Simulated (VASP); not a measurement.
# In (Fmmm) in VASP: single point with PBE

Aim: the single point of In with PBE.

Program: VASP 6.6.1. These are calculated values, not measurements. Logs are shortened: lines on timing, memory, paths and dates and some standing lists are left out, and cuts for length are marked.

## Step 1: The cell of the first run

The structure is orthorhombic, space group Fmmm (No. 69). Conventional cell: a = 4.576 Å, b = 4.622 Å, c = 4.948 Å, α = 90.00°, β = 90.00°, γ = 90.00°. Within 4.3 Å of In (site symmetry mmm) lie 12 In at 3.25 to 3.39 Å.

## Step 2: Single point, PBE (xy shear strain of -1 %)

Contents of INCAR:

```
PREC = Accurate ; ENCUT = 520
EDIFF = 1E-6 ; ISMEAR = -1
SIGMA = 0.05 ; LREAL = False
LASPH = True ; NELM = 60
ALGO = Normal ; ISIF = 2
LWAVE = False ; LCHARG = False
GGA = PE ; NBANDS = 12
```

Contents of KPOINTS:

```
Automatic mesh
0
Gamma
  14 14 14
```

Contents of POSCAR:

```
In
1.0
   -1.6342807500      1.6342807500      2.4739500000
    1.6342807500     -1.6342807500      2.4739500000
    1.6180192500      1.6180192500     -2.4739500000
In
1
Direct
    0.0000000000      0.0000000000      0.0000000000
```

Potentials or basis: VASP PAW PBE potentials, release 64 (In_d).

Launch:

```bash
$ cat potpaw_PBE.64/In_d/POTCAR > POTCAR
$ mpirun -np 1 vasp_std > vasp.out
```

OUTCAR:

```text
PREC = Accurate
   ENCUT = 520
   EDIFF = 1E-6
   ISMEAR = -1
   LREAL = False
   LASPH = True
   NELM = 60
   ISIF = 2
   GGA = PE

 ion  position               nearest neighbor table
   1  0.000  0.000  0.000-

  LATTYP: Found a face centered orthorhombic cell.
 ALAT       =     4.5764495351
 B/A-ratio  =     1.0100502513
 C/A-ratio  =     1.0811656421

  Lattice vectors:

 A1 = (   1.6342807500,  -1.6342807500,  -2.4739500000)
 A2 = (   1.6180192500,   1.6180192500,  -2.4739500000)
 A3 = (   3.2523000000,  -0.0162615000,   0.0000000000)

Analysis of symmetry for initial positions (statically):
=====================================================================
 Subroutine PRICEL returns:
 Original cell was already a primitive cell.

 Routine SETGRP: Setting up the symmetry group for a
 face centered orthorhombic supercell.

 Subroutine GETGRP returns: Found  8 space group operations
 (whereof  8 operations were pure point group operations)
 out of a pool of  8 trial point group operations.

The static configuration has the point symmetry D_2h.

Analysis of symmetry for dynamics (positions and initial velocities):
=====================================================================
 Subroutine PRICEL returns:
 Original cell was already a primitive cell.

 Routine SETGRP: Setting up the symmetry group for a
 face centered orthorhombic supercell.

 Subroutine GETGRP returns: Found  8 space group operations
 (whereof  8 operations were pure point group operations)
 out of a pool of  8 trial point group operations.

The dynamic configuration has the point symmetry D_2h.

 Subroutine INISYM returns: Found  8 space group operations
 (whereof  8 operations are pure point group operations),
 and found     1 'primitive' translations

----------------------------------------------------------------------------------------

                                     Primitive cell

  volume of cell :      26.1674

  direct lattice vectors                    reciprocal lattice vectors
    -1.634280750  1.634280750  2.473950000     0.001537412  0.307482397  0.202105944
     1.634280750 -1.634280750  2.473950000     0.307482397  0.001537412  0.202105944
     1.618019250  1.618019250 -2.473950000     0.309019809  0.309019809  0.000000000

  length of vectors
     3.385583516  3.385583516  3.369925992     0.367960053  0.367960053  0.437020005

  position of ions in fractional coordinates (direct lattice)
     0.000000000  0.000000000  0.000000000

  ion indices of the primitive-cell ions
   primitive index   ion index
                 1           1

----------------------------------------------------------------------------------------

 KPOINTS: Automatic mesh

Automatic generation of k-mesh.
 Grid dimensions read from file:
 generate k-points for:   14   14   14

 Generating k-lattice:

  Cartesian coordinates                     Fractional coordinates (reciprocal lattice)
     0.000109815  0.021963028  0.014436139     0.071428571  0.000000000 -0.000000000
     0.021963028  0.000109815  0.014436139     0.000000000  0.071428571 -0.000000000
     0.022072844  0.022072844  0.000000000     0.000000000  0.000000000  0.071428571

  Length of vectors
     0.026282861  0.026282861  0.031215715

  Shift w.r.t. Gamma in fractional coordinates (k-lattice)
     0.000000000  0.000000000  0.000000000

 Subroutine IBZKPT returns following result:
 ===========================================

 Found    428 irreducible k-points:

 Following reciprocal coordinates:
            Coordinates               Weight
  0.000000  0.000000  0.000000      1.000000
  0.071429 -0.000000  0.000000      8.000000
  0.142857 -0.000000  0.000000      8.000000
  0.214286  0.000000 -0.000000      8.000000
  0.285714 -0.000000  0.000000      8.000000
  0.357143  0.000000  0.000000      8.000000
[... 16 lines left out ...]
  0.214286  0.142857  0.000000      8.000000
  0.285714  0.142857  0.000000      8.000000
 [... further k-points ...]
   k-points           NKPTS =    428   k-points in BZ     NKDIM =    428   number of bands    NBANDS=     12
   number of dos      NEDOS =    301   number of ions     NIONS =      1
   total plane-waves  NPLWV =  21952
   dimension x,y,z NGX =    28 NGY =   28 NGZ =   28
   dimension x,y,z NGXF=    56 NGYF=   56 NGZF=   56
   ions per type =               1
   NGX,Y,Z   is equivalent  to a cutoff of  13.75, 13.75, 13.81 a.u.
   NGXF,Y,Z  is equivalent  to a cutoff of  27.50, 27.50, 27.63 a.u.
 SYSTEM =  unknown system
   PREC   = accura    normal or accurate (medium, high low for compatibility)
   ISTART =      0    job   : 0-new  1-cont  2-samecut
   ICHARG =      2    charge: 1-file 2-atom 10-const
   ISPIN  =      1    spin polarized calculation?
   LNONCOLLINEAR =      F non collinear calculations
   LSORBIT =      F    spin-orbit coupling
   LASPH  =      T    aspherical Exc in radial PAW
   ENCUT  =  520.0 eV  38.22 Ry    6.18 a.u.   6.29  6.29  6.27*2*pi/ulx,y,z
   NELM   =     60;   NELMIN=  2; NELMDL= -5     # of ELM steps
   EDIFF  = 0.1E-05   stopping-criterion for ELM
   LREAL  =      F    real-space projection
   EDIFFG = 0.1E-04   stopping-criterion for IOM
   NSW    =      0    number of steps for IOM
   IBRION =     -1    ionic relax: 0-MD 1-quasi-New 2-CG
   NFREE  =      0    steps in history (QN), initial steepest desc. (CG)
   ISIF   =      2    stress and relaxation
   ISYM   =      2    0-nonsym 1-usesym 2-fastsym
   POTIM  = 0.5000    time-step for ionic-motion
   TEBEG  =    0.0;   TEEND  =   0.0 temperature during run
   PSTRESS=    0.0 pullay stress
   NELECT =      13.0000    total number of electrons
   NUPDOWN=      -1.0000    fix difference up-down
   EMIN   =  10.00;   EMAX   =-10.00  energy-range for DOS
   EFERMI =   0.00;   METHOD = LEGACY
   ISMEAR =    -1;   SIGMA  =   0.05  broadening in eV -4-tet -1-fermi 0-gaus
   EFERMI_NEDOS =   21; number of points for ismear=-14 and -15
   IALGO  =     38    algorithm
   IMIX   =      4    mixing-type and parameters
     AMIX     =   0.40;   BMIX     =  1.00
     AMIX_MAG =   1.60;   BMIX_MAG =  1.00
  volume/ion in A,a.u.               =      26.17       176.59
  Fermi-wavevector in a.u.,A,eV,Ry     =   1.296589  2.450197 22.873325  1.681142
  Thomas-Fermi vector in A             =   2.428035
   LORBIT       =      0    0 simple, 1 ext, 2 COOP (PROOUT), +10 PAW based schemes
   GGA     = PE    functional components
[... 5 lines left out ...]
 non-spin polarized calculation
  energy-cutoff  :      520.00
  volume of cell :       26.17
 maximum number of plane-waves:       722
 NGX is ok and might be reduce to    28
   NGX = 13   NGY = 13   NGZ = 13

 number of electron      13.0000005 magnetization

 Free energy of the ion-electron system (eV)
  ---------------------------------------------------
  ext. energy  EPLUGINS =         0.00000000
  ---------------------------------------------------
  free energy    TOTEN  =        -2.55564185 eV

  energy without entropy =       -2.55228240  energy(sigma->0) =       -2.55396213

 E-fermi :   7.5617     XC(G=0): -10.2525

 val. band max:        7.5616921490   @ k =   0.3571   0.3571   0.0000
 cond. band min:       7.5843475251   @ k =  -0.0714   0.2143   0.2857
 fundamental gap:      0.0226553761
 Fermi energy:         7.5617322249

 k-point     1 :       0.0000    0.0000    0.0000
  band No.  band energies     occupation
      1      -7.1864      2.00000
      2      -7.0888      2.00000
      3      -7.0775      2.00000
      4      -7.0025      2.00000
      5      -6.8970      2.00000
      6      -2.0229      2.00000
      7      18.0473      0.00000
      8      18.0737      0.00000
      9      18.2311      0.00000
     10      19.0974      0.00000
     11      21.4788      0.00000
     12      21.6061      0.00000

 k-point     2 :       0.0714   -0.0000    0.0000
  band No.  band energies     occupation
      1      -7.1783      2.00000
      2      -7.0862      2.00000
      3      -7.0724      2.00000
      4      -7.0009      2.00000
      5      -6.9002      2.00000
      6      -1.9110      2.00000
      7      16.7057      0.00000
      8      17.8920      0.00000
      9      17.9193      0.00000
     10      18.9273      0.00000
     11      21.8632      0.00000
     12      21.9042      0.00000

 k-point     3 :       0.1429   -0.0000    0.0000
  band No.  band energies     occupation
      1      -7.1616      2.00000
      2      -7.0885      2.00000
      3      -7.0546      2.00000
      4      -6.9886      2.00000
      5      -6.9062      2.00000
      6      -1.5729      2.00000
      7      14.2871      0.00000
      8      17.2622      0.00000
      9      17.6053      0.00000
     10      18.8697      0.00000
     11      21.2280      0.00000
     12      22.7006      0.00000
[... 286 lines left out ...]
 k-point    23 :       0.2143    0.1429    0.0000
  band No.  band energies     occupation
      1      -7.1350      2.00000
      2      -7.0834      2.00000
      3      -7.0232      2.00000
      4      -6.9669      2.00000
      5      -6.8721      2.00000
      6      -0.1198      2.00000
      7      10.7651      0.00000
      8      12.8355      0.00000
      9      16.5829      0.00000
     10      19.4890      0.00000
     11      20.2986      0.00000
     12      21.5132      0.00000

 k-point    24 :       0.2857    0.1429    0.0000
  band No.  band energies     occupation
      1      -7.1286      2.00000
      2      -7.1045      2.00000
      3      -7.0326      2.00000
      4      -6.9100      2.00000
      5      -6.8563      2.00000
      6       0.8280      2.00000
      7       8.5875      0.00000
      8      12.7261      0.00000
      9      15.7067      0.00000
     10      18.5870      0.00000
     11      20.2990      0.00000
     12      21.9313      0.00000

 [... further k-points ...]

------------------------ aborting loop because EDIFF is reached ----------------------------------------

  FORCE on cell =-STRESS in cart. coord.  units (eV):
  Direction    XX          YY          ZZ          XY          YZ          ZX
  --------------------------------------------------------------------------------------
  -------------------------------------------------------------------------------------
  Total        0.2941085      0.2941085      0.3321597      0.0056237      0.0000000      0.0000000
  in kB       18.0076427     18.0076427     20.3374397      0.3443290      0.0000000      0.0000000
  external PRESSURE =      18.7842417 kB  Pullay stress =       0.0000000 kB

 VOLUME and BASIS-vectors are now :
 -----------------------------------------------------------------------------
  energy-cutoff  :      520.00
  volume of cell :       26.17
      direct lattice vectors                 reciprocal lattice vectors
    -1.634280750  1.634280750  2.473950000     0.001537412  0.307482397  0.202105944
     1.634280750 -1.634280750  2.473950000     0.307482397  0.001537412  0.202105944
     1.618019250  1.618019250 -2.473950000     0.309019809  0.309019809  0.000000000

 POSITION                                       TOTAL-FORCE (eV/Angst)
 -----------------------------------------------------------------------------------
      0.00000      0.00000      0.00000         0.000000     -0.000000      0.000000
 -----------------------------------------------------------------------------------
    total drift:                               -0.000000     -0.000000     -0.000000

  FREE ENERGIE OF THE ION-ELECTRON SYSTEM (eV)
  ---------------------------------------------------
  free  energy   TOTEN  =        -2.5556418546 eV

  energy  without entropy=       -2.5522824022  energy(sigma->0) =       -2.55396213
```

Run time: 2.9 min. Hardware: 1 thread of Intel Xeon 8259CL, shared host; peak memory 0.26 GiB.

What came out:

* Free energy: -2.5556 eV
* Pressure: 1.9 GPa
* Band gap on the k mesh: zero (an odd number of electrons rules out a gap without spin polarisation)

Stress tensor (GPa, compression positive):
```
1.80 0.03 0.00
0.03 1.80 0.00
0.00 0.00 2.03
```

Levels at points of the mesh, in eV from the Fermi level:
| k point | band 2 | band 3 | band 4 | band 5 | band 6 | band 7 | band 8 | band 9 | band 10 | band 11 |
| --- | --- | --- | --- | --- | --- | --- | --- | --- | --- | --- |
| (0.00, 0.00, 0.00) | -14.65 | -14.64 | -14.56 | -14.46 | -9.58 | 10.49 | 10.51 | 10.67 | 11.54 | 13.92 |
| (0.50, 0.00, 0.00) | -14.71 | -14.63 | -14.37 | -14.34 | -4.35 | -3.41 | 7.50 | 9.10 | 11.07 | 11.38 |
| (0.50, 0.50, 0.00) | -14.81 | -14.37 | -14.36 | -14.26 | -2.05 | -1.78 | 3.55 | 4.00 | 7.06 | 7.36 |
| (0.00, 0.00, 0.50) | -14.81 | -14.37 | -14.35 | -14.27 | -1.94 | -1.61 | 3.43 | 3.83 | 6.90 | 7.23 |
| (0.50, 0.50, 0.50) | -14.80 | -14.36 | -14.33 | -14.32 | -2.97 | -2.71 | 4.66 | 4.71 | 8.14 | 8.15 |

Caveat: the cell differs from its parent crystal (xy shear strain of -1 %); spin-orbit coupling is left out, which moves the levels of the heavy elements.
